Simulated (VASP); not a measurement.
Write the native input for VASP 6.6.1 that does the following.

```
Task                   : single point
Functional             : PBE
Potentials or basis    : VASP PAW PBE potentials, release 64 (B, N)
Cutoff                 : 520 eV
k mesh                 : 6 × 6 × 10
Occupations            : gaussian, width 0.05 eV
Spin                   : no spin polarisation
Dipole correction      : no
Further INCAR settings : ALGO = Normal; EDIFF = 1e-06; NBANDS = 26
```

The structure of BN lies in POSCAR:

```
BN
1.0
    4.4226829661      0.0000000000      0.0000000000
    0.0000000000      4.4226829661      0.0000000000
    0.0000000000      0.0000000000      2.3198000000
B N
4 4
Direct
    0.1742811368      0.8257188632      0.5000000000
    0.3257188632      0.3257188632      0.0000000000
    0.6742811368      0.6742811368      0.0000000000
    0.8257188632      0.1742811368      0.5000000000
    0.8126115048      0.8126115048      0.5000000000
    0.3126115048      0.6873884952      0.0000000000
    0.6873884952      0.3126115048      0.0000000000
    0.1873884952      0.1873884952      0.5000000000
```

The input as run:

INCAR

```
PREC = Accurate
ENCUT = 520
EDIFF = 1E-6
ISMEAR = 0
SIGMA = 0.05
LREAL = F
LASPH = T
NELM = 80
ALGO = Normal
ISIF = 2
LWAVE = F
LCHARG = F
GGA = PE
NBANDS = 26
```

KPOINTS

```
Automatic mesh
0
Gamma
  6 6 10
```

Potentials or basis: VASP PAW PBE potentials, release 64 (B, N).

The run is started by

```bash
$ cat potpaw_PBE.64/B/POTCAR potpaw_PBE.64/N/POTCAR > POTCAR
$ mpirun -np 1 vasp_std > vasp.out
```

It gave:

```yaml
Pressure: 47.4 GPa
Largest_force: 1.097 eV/Å
Band_gap_on_the_k_mesh: 4.47 eV, indirect (least direct gap 5.97 eV)
```

Caveat: forces of over 1 eV/Å act on the atoms, so gaps and moduli don't describe the material at rest.

It took 79 s on 1 thread of Intel Xeon 8259CL, with other jobs on the host, peak memory 0.19 GiB.
